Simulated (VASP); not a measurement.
# TaN (P6_3mc) in VASP: relaxation of cell and atoms with r2SCAN

Aim: the relaxation of cell and atoms of TaN with r2SCAN.

Everything below comes from runs of VASP 6.6.1. Logs are shortened: lines on timing, memory, paths and dates and some standing lists are left out, and cuts for length are marked.

## 1. The cell of the first run

The structure is hexagonal, space group P6_3mc (No. 186). The conventional cell has a = 3.134 Å, b = 3.134 Å, c = 6.089 Å, α = 90.00°, β = 90.00°, γ = 120.00°. Ta (site symmetry 3m) has 4 N at 1.96 to 2.11 Å within 2.6 Å. Within 2.6 Å of N (site symmetry 3m) lie 4 Ta at 1.96 to 2.11 Å.

## 2. Relaxation of cell and atoms, r2SCAN

File POSCAR:

```
TaN
1.0
    3.1338393787      0.0000000000      0.0000000000
   -1.5669196894      2.7139845133      0.0000000000
    0.0000000000      0.0000000000      6.0892219066
Ta N
2 2
Direct
    0.3333333333      0.6666666667      0.0313700747
    0.6666666667      0.3333333333      0.5313700747
    0.3333333333      0.6666666667      0.3536299253
    0.6666666667      0.3333333333      0.8536299253
```

File INCAR.step1:

```
ALGO = Normal ; EDIFF = 1E-4
ENCUT = 600 ; GGA = PE
ISMEAR = 0 ; LASPH = T
LCHARG = F ; LREAL = F
LWAVE = T ; NELM = 100
PREC = Accurate ; SIGMA = 0.1
```

File INCAR.step2:

```
ALGO = Normal ; EDIFF = 1E-6
EDIFFG = -0.02 ; ENCUT = 600
IBRION = 2 ; ISIF = 3
ISMEAR = 0 ; ISTART = 1
LASPH = T ; LCHARG = F
LMIXTAU = T ; LREAL = F
LWAVE = F ; METAGGA = R2SCAN
NELM = 100 ; NSW = 90
PREC = Accurate ; SIGMA = 0.1
```

File KPOINTS:

```
k-points
0
Gamma
  12 12 6
```

Potentials or basis: VASP PAW PBE potentials, release 64 (Ta_pv, N).

Command:

```console
> cat potpaw_PBE.64/Ta_pv/POTCAR potpaw_PBE.64/N/POTCAR > POTCAR
> cp INCAR.step1 INCAR
> mpirun -np 1 vasp_std > vasp.out
> cp INCAR.step2 INCAR
> mpirun -np 1 vasp_std > vasp.out
```

OUTCAR:

```text
EDIFF = 1E-6
   EDIFFG = -0.02
   ENCUT = 600
   IBRION = 2
   ISIF = 3
   ISMEAR = 0
   ISTART = 1
   LASPH = T
   LREAL = F
   METAGGA = R2SCAN
   NELM = 100
   NSW = 90
   PREC = Accurate

 ion  position               nearest neighbor table
   1  0.333  0.667  0.031-   3 1.96   4 2.11   4 2.11   4 2.11   2 3.54   2 3.54   2 3.54   2 3.54
                             2 3.54   2 3.54
   2  0.667  0.333  0.531-   4 1.96   3 2.11   3 2.11   3 2.11   1 3.54   1 3.54   1 3.54   1 3.54
                             1 3.54   1 3.54
   3  0.333  0.667  0.354-   1 1.96   2 2.11   2 2.11   2 2.11
   4  0.667  0.333  0.854-   2 1.96   1 2.11   1 2.11   1 2.11

  LATTYP: Found a hexagonal cell.
 ALAT       =     3.1338393787
 C/A-ratio  =     1.9430548828

  Lattice vectors:

 A1 = (   3.1338393787,   0.0000000000,   0.0000000000)
 A2 = (  -1.5669196894,   2.7139845133,   0.0000000000)
 A3 = (   0.0000000000,   0.0000000000,   6.0892219066)

Analysis of symmetry for initial positions (statically):
=====================================================================
 Subroutine PRICEL returns:
 Original cell was already a primitive cell.

 Routine SETGRP: Setting up the symmetry group for a
 hexagonal supercell.

 Subroutine GETGRP returns: Found 12 space group operations
 (whereof  6 operations were pure point group operations)
 out of a pool of 24 trial point group operations.

The static configuration has the point symmetry C_3v.
 The point group associated with its full space group is C_6v.

Analysis of symmetry for dynamics (positions and initial velocities):
=====================================================================
 Subroutine PRICEL returns:
 Original cell was already a primitive cell.

 Routine SETGRP: Setting up the symmetry group for a
 hexagonal supercell.

 Subroutine GETGRP returns: Found 12 space group operations
 (whereof  6 operations were pure point group operations)
 out of a pool of 24 trial point group operations.

The dynamic configuration has the point symmetry C_3v.
 The point group associated with its full space group is C_6v.

 Subroutine INISYM returns: Found 12 space group operations
 (whereof  6 operations are pure point group operations),
 and found     1 'primitive' translations

----------------------------------------------------------------------------------------

                                     Primitive cell

  volume of cell :      51.7900

  direct lattice vectors                    reciprocal lattice vectors
     3.133839379  0.000000000  0.000000000     0.319097401  0.184230970  0.000000000
    -1.566919689  2.713984513  0.000000000     0.000000000  0.368461940  0.000000000
     0.000000000  0.000000000  6.089221907     0.000000000  0.000000000  0.164224595

  length of vectors
     3.133839379  3.133839379  6.089221907     0.368461940  0.368461940  0.164224595

  position of ions in fractional coordinates (direct lattice)
     0.333333333  0.666666667  0.031370075
     0.666666667  0.333333333  0.531370075
     0.333333333  0.666666667  0.353629925
     0.666666667  0.333333333  0.853629925

  ion indices of the primitive-cell ions
   primitive index   ion index
                 1           1
                 2           2
                 3           3
                 4           4

----------------------------------------------------------------------------------------

 KPOINTS: k-points

Automatic generation of k-mesh.
 Grid dimensions read from file:
 generate k-points for:   12   12    6

 Generating k-lattice:

  Cartesian coordinates                     Fractional coordinates (reciprocal lattice)
     0.026591450  0.015352581  0.000000000     0.083333333  0.000000000  0.000000000
     0.000000000  0.030705162  0.000000000     0.000000000  0.083333333  0.000000000
     0.000000000  0.000000000  0.027370766     0.000000000  0.000000000  0.166666667

  Length of vectors
     0.030705162  0.030705162  0.027370766

  Shift w.r.t. Gamma in fractional coordinates (k-lattice)
     0.000000000  0.000000000  0.000000000

 Subroutine IBZKPT returns following result:
 ===========================================

 Found     76 irreducible k-points:

 Following reciprocal coordinates:
            Coordinates               Weight
  0.000000  0.000000  0.000000      1.000000
  0.083333  0.000000  0.000000      6.000000
  0.166667  0.000000  0.000000      6.000000
  0.250000  0.000000  0.000000      6.000000
  0.333333  0.000000  0.000000      6.000000
  0.416667  0.000000  0.000000      6.000000
[... 16 lines left out ...]
  0.250000  0.000000  0.166667     12.000000
  0.333333  0.000000  0.166667     12.000000
 [... further k-points ...]
   k-points           NKPTS =     76   k-points in BZ     NKDIM =     76   number of bands    NBANDS=     20
   number of dos      NEDOS =    301   number of ions     NIONS =      4
   total plane-waves  NPLWV =  39200
   dimension x,y,z NGX =    28 NGY =   28 NGZ =   50
   dimension x,y,z NGXF=    56 NGYF=   56 NGZF=  100
   ions per type =               2   2
   NGX,Y,Z   is equivalent  to a cutoff of  14.85, 14.85, 13.65 a.u.
   NGXF,Y,Z  is equivalent  to a cutoff of  29.71, 29.71, 27.30 a.u.
 SYSTEM =  unknown system
   PREC   = accura    normal or accurate (medium, high low for compatibility)
   ISTART =      1    job   : 0-new  1-cont  2-samecut
   ICHARG =      0    charge: 1-file 2-atom 10-const
   ISPIN  =      1    spin polarized calculation?
   LNONCOLLINEAR =      F non collinear calculations
   LSORBIT =      F    spin-orbit coupling
   LASPH  =      T    aspherical Exc in radial PAW
   ENCUT  =  600.0 eV  44.10 Ry    6.64 a.u.   6.26  6.26 12.16*2*pi/ulx,y,z
   NELM   =    100;   NELMIN=  2; NELMDL=  0     # of ELM steps
   EDIFF  = 0.1E-05   stopping-criterion for ELM
   LREAL  =      F    real-space projection
   EDIFFG = -.2E-01   stopping-criterion for IOM
   NSW    =     90    number of steps for IOM
   IBRION =      2    ionic relax: 0-MD 1-quasi-New 2-CG
   NFREE  =      1    steps in history (QN), initial steepest desc. (CG)
   ISIF   =      3    stress and relaxation
   ISYM   =      2    0-nonsym 1-usesym 2-fastsym
   POTIM  = 0.5000    time-step for ionic-motion
   TEBEG  =    0.0;   TEEND  =   0.0 temperature during run
   PSTRESS=    0.0 pullay stress
   NELECT =      32.0000    total number of electrons
   NUPDOWN=      -1.0000    fix difference up-down
   EMIN   =  10.00;   EMAX   =-10.00  energy-range for DOS
   EFERMI =   0.00;   METHOD = LEGACY
   ISMEAR =     0;   SIGMA  =   0.10  broadening in eV -4-tet -1-fermi 0-gaus
   EFERMI_NEDOS =   21; number of points for ismear=-14 and -15
   IALGO  =     38    algorithm
   IMIX   =      4    mixing-type and parameters
     AMIX     =   0.40;   BMIX     =  1.00
     AMIX_MAG =   1.60;   BMIX_MAG =  1.00
  volume/ion in A,a.u.               =      12.95        87.37
  Fermi-wavevector in a.u.,A,eV,Ry     =   1.394364  2.634966 26.453144  1.944251
  Thomas-Fermi vector in A             =   2.517920
   LORBIT       =      0    0 simple, 1 ext, 2 COOP (PROOUT), +10 PAW based schemes
   METAGGA = R2SCAN    functional components
   LHFCALC =     F    Hartree Fock is set to
   AEXX    =    0.0000 exact exchange contribution
   IVDW    =     0    specifies the selected vdW correction
   LEPSILON=     F    determine dielectric tensor
   LRPA    =     F    only Hartree local field effects (RPA)
 conjugate gradient relaxation of ions
 non-spin polarized calculation
 Gauss-broadening in eV      SIGMA  =   0.10
  energy-cutoff  :      600.00
  volume of cell :       51.79
 maximum number of plane-waves:      1753
 NGX is ok and might be reduce to    28
   NGX = 13   NGY = 13   NGZ = 25

--------------------------------------- Ionic step        1  -------------------------------------------

 number of electron      32.0000002 magnetization

 Free energy of the ion-electron system (eV)
  ---------------------------------------------------
  ext. energy  EPLUGINS =         0.00000000
  ---------------------------------------------------
  free energy    TOTEN  =      -119.11040910 eV

  energy without entropy =     -119.10674676  energy(sigma->0) =     -119.10857793

------------------------ aborting loop because EDIFF is reached ----------------------------------------

  FORCE on cell =-STRESS in cart. coord.  units (eV):
  Direction    XX          YY          ZZ          XY          YZ          ZX
  --------------------------------------------------------------------------------------
  -------------------------------------------------------------------------------------
  Total        0.3148182      0.3148182      0.5441006     -0.0000000      0.0000000      0.0000000
  in kB        9.7392290      9.7392290     16.8323160     -0.0000000      0.0000000      0.0000000
  external PRESSURE =      12.1035914 kB  Pullay stress =       0.0000000 kB

 VOLUME and BASIS-vectors are now :
 -----------------------------------------------------------------------------
  energy-cutoff  :      600.00
  volume of cell :       51.79
      direct lattice vectors                 reciprocal lattice vectors
     3.133839379  0.000000000  0.000000000     0.319097401  0.184230970  0.000000000
    -1.566919689  2.713984513  0.000000000     0.000000000  0.368461940  0.000000000
     0.000000000  0.000000000  6.089221907     0.000000000  0.000000000  0.164224595
[... 39 lines left out ...]
 POSITION                                       TOTAL-FORCE (eV/Angst)
 -----------------------------------------------------------------------------------
     -0.00000      1.81619      0.19010         0.000000      0.000000      0.125062
      1.57287      0.90810      3.25469        -0.000000      0.000000      0.125062
     -0.00000      1.81619      2.16964         0.000000     -0.000000     -0.125062
      1.57287      0.90810      5.23423        -0.000000     -0.000000     -0.125062
 -----------------------------------------------------------------------------------
    total drift:                               -0.000000      0.000000     -0.000061

  FREE ENERGIE OF THE ION-ELECTRON SYSTEM (eV)
  ---------------------------------------------------
  free  energy   TOTEN  =      -119.1055495238 eV

  energy  without entropy=     -119.1017510297  energy(sigma->0) =     -119.10365028

--------------------------------------- Ionic step        3  -------------------------------------------

 number of electron      32.0000002 magnetization

 Free energy of the ion-electron system (eV)
  ---------------------------------------------------
  ext. energy  EPLUGINS =         0.00000000
  ---------------------------------------------------
  free energy    TOTEN  =      -119.11128253 eV

  energy without entropy =     -119.10758079  energy(sigma->0) =     -119.10943166

 E-fermi :   6.5572     XC(G=0): -13.0199

 val. band max:        6.5322354529   @ k =   0.0833   0.0000   0.3333
 cond. band min:       6.5597092354   @ k =   0.3333   0.2500   0.0000
 fundamental gap:      0.0274737825
 Fermi energy:         6.5571897335

 k-point     1 :       0.0000    0.0000    0.0000
  band No.  band energies     occupation
      1     -30.4354      2.00000
      2     -30.0749      2.00000
      3     -29.8070      2.00000
      4     -29.8070      2.00000
      5     -29.7773      2.00000
      6     -29.7773      2.00000
[... 12 lines left out ...]
     19       8.9124      0.00000
     20       8.9124      0.00000
[... 507 lines left out ...]
 k-point    24 :       0.3333    0.0000    0.1667
  band No.  band energies     occupation
      1     -30.3190      2.00000
      2     -30.2358      2.00000
      3     -30.1926      2.00000
      4     -30.0812      2.00000
      5     -29.9100      2.00000
      6     -29.8721      2.00000
[... 12 lines left out ...]
     19       8.7797      0.00000
     20       9.0977      0.00000

 [... further k-points ...]

------------------------ aborting loop because EDIFF is reached ----------------------------------------

  FORCE on cell =-STRESS in cart. coord.  units (eV):
  Direction    XX          YY          ZZ          XY          YZ          ZX
  --------------------------------------------------------------------------------------
  -------------------------------------------------------------------------------------
  Total        0.0428921      0.0428921     -0.0464062     -0.0000000      0.0000000      0.0000000
  in kB        1.3216746      1.3216746     -1.4299590     -0.0000000      0.0000000      0.0000000
  external PRESSURE =       0.4044634 kB  Pullay stress =       0.0000000 kB

 VOLUME and BASIS-vectors are now :
 -----------------------------------------------------------------------------
  energy-cutoff  :      600.00
  volume of cell :       52.00
      direct lattice vectors                 reciprocal lattice vectors
     3.137165789 -0.000000000  0.000000000     0.318759054  0.184035626 -0.000000000
    -1.568582894  2.716865269  0.000000000     0.000000000  0.368071252 -0.000000000
     0.000000000  0.000000000  6.100392600     0.000000000  0.000000000  0.163923876

 POSITION                                       TOTAL-FORCE (eV/Angst)
 -----------------------------------------------------------------------------------
     -0.00000      1.81124      0.19075        -0.000000      0.000000      0.005489
      1.56858      0.90562      3.24095         0.000000      0.000000      0.005489
     -0.00000      1.81124      2.15790        -0.000000     -0.000000     -0.005489
      1.56858      0.90562      5.20809         0.000000     -0.000000     -0.005489
 -----------------------------------------------------------------------------------
    total drift:                               -0.000000      0.000000      0.000822

  FREE ENERGIE OF THE ION-ELECTRON SYSTEM (eV)
  ---------------------------------------------------
  free  energy   TOTEN  =      -119.1112825341 eV

  energy  without entropy=     -119.1075807873  energy(sigma->0) =     -119.10943166

 reached required accuracy - stopping structural energy minimisation
```

Wall time 8.9 min (1 thread of AMD EPYC 9R45 (Zen 5), shared host); peak memory 0.23 GiB.

What came out:

- Free energy: -119.1113 eV
- Relaxed volume: 13.00 Å³/atom
- Relaxed cell: a = 3.137 Å, b = 3.137 Å, c = 6.100 Å, α = 90.00°, β = 90.00°, γ = 120.00°
- Space group after relaxing (to 0.1 Å): P6_3mc (No. 186)
- Energy gained by relaxing: 0.2 meV/atom
- Ionic steps: 3
- Pressure after relaxing: 0.0 GPa
- Largest force after relaxing: 0.005 eV/Å
- Band gap on the k mesh: zero (bands 16 and 17 overlap by 0.18 eV)

Forces in eV/Å, atoms in the order of the input:
```
Ta   0.000  0.000  0.005
Ta   0.000  0.000  0.005
N    0.000  0.000 -0.005
N    0.000  0.000 -0.005
```

The path:
```tsv
step	energy change (eV)	largest force (eV/Å)	pressure (GPa)	volume (Å³)
1	0.0000	0.0448	1.21	51.79
2	0.0049	0.1251	-2.83	52.53
3	-0.0009	0.0055	0.04	52.00
```

Final structure:
```
Ta N
1.0
     3.13717    0.00000    0.00000
    -1.56858    2.71687    0.00000
     0.00000    0.00000    6.10039
Ta N
2 2
Direct
  0.33333 0.66667 0.03127
  0.66667 0.33333 0.53127
  0.33333 0.66667 0.35373
  0.66667 0.33333 0.85373
```

Caveat: the PAW data sets were made with another functional, which shifts forces and pressure a little; spin-orbit coupling is left out, which moves the levels of the heavy elements.

The gap in the log of VASP goes by the Fermi energy; the results here count the filled bands.